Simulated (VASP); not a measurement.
A run of VASP 6.6.1:

File INCAR:

```
SYSTEM = Pb
PREC     = Accurate       ! precision mode
ENCUT    = 520            ! plane-wave cutoff, eV
EDIFF    = 1E-6           ! SCF threshold, eV
ISMEAR   = -1             ! smearing method
SIGMA    = 0.1            ! smearing width, eV
LREAL    = .False.        ! projectors in reciprocal space
LASPH    = .True.         ! aspherical terms in the spheres
NELM     = 80             ! most SCF steps
ALGO     = Normal         ! electronic algorithm
ISIF     = 2              ! what is computed and relaxed
LWAVE    = .False.        ! write WAVECAR
LCHARG   = .False.        ! write CHGCAR
GGA      = RE             ! functional
NBANDS   = 13             ! bands
```

File KPOINTS:

```
regular mesh
0
Gamma
  11 11 11
  0 0 0
```

The input POSCAR:

```
Pb
1.0
    3.2403910505      0.0000000000      0.0000000000
    0.0000000000      3.2403910505      0.0000000000
    0.0000000000      0.0000000000      3.2403910505
Pb
1
Direct
    0.0000000000      0.0000000000      0.0000000000
```

Potentials or basis: VASP PAW PBE potentials, release 64 (Pb_d).

The run is started by

```sh
$ cat potpaw_PBE.64/Pb_d/POTCAR > POTCAR
$ mpirun -np 1 vasp_std > vasp.out
```

Hardware: 1 thread of AMD EPYC 7R13 Processor (Zen 3), on a shared host.

Task: How long does it take, and how much memory?

Result: Run time: 9.1 s on 1 thread of AMD EPYC 7R13 Processor (Zen 3), with other jobs on the host, peak memory 0.12 GiB. Counts: scf iterations 11, k points 56.
